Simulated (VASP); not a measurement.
## As: single point with r2SCAN

The system is As.

```
As
1.0
     1.90855    1.10190    3.56592
    -1.90855    1.10190    3.56592
     0.00000   -2.20381    3.56592
As
2
Direct
  0.77426 0.77426 0.77426
  0.22574 0.22574 0.22574
```

* Program: VASP 6.6.1
* Task: single point
* Functional: r2SCAN
* Potentials or basis: VASP PAW PBE potentials, release 64 (As)
* Cutoff: 520 eV
* k mesh: 7 × 7 × 7
* Occupations: fermi-dirac, width 0.02 eV
* Spin: no spin polarisation
* Dipole correction: no
* Further INCAR settings: ALGO = Normal; EDIFF = 1e-07; NBANDS = 12

The pressure is -1.3 GPa and the largest force is 0.082 eV/Å. The band gap on the k mesh is zero (filled and empty bands touch).

Forces in eV/Å, atoms in the order of the input:
```
As   0.000  0.000  0.082
As   0.000  0.000 -0.082
```

Stress tensor (GPa, compression positive):
```
-1.85  0.00  0.00
 0.00 -1.85  0.00
 0.00  0.00 -0.32
```

Levels at points of the mesh, in eV from the Fermi level:
| k point | band 3 | band 4 | band 5 | band 6 | band 7 | band 8 |
| --- | --- | --- | --- | --- | --- | --- |
| (0.00, 0.00, 0.00) | -2.59 | -2.27 | -2.27 | 1.56 | 2.82 | 2.82 |

It took 110 s on 1 thread of Intel Xeon 8259CL (shared host), peak memory 0.19 GiB.

Caveat: the PAW data sets were made with another functional, which shifts forces and pressure a little.
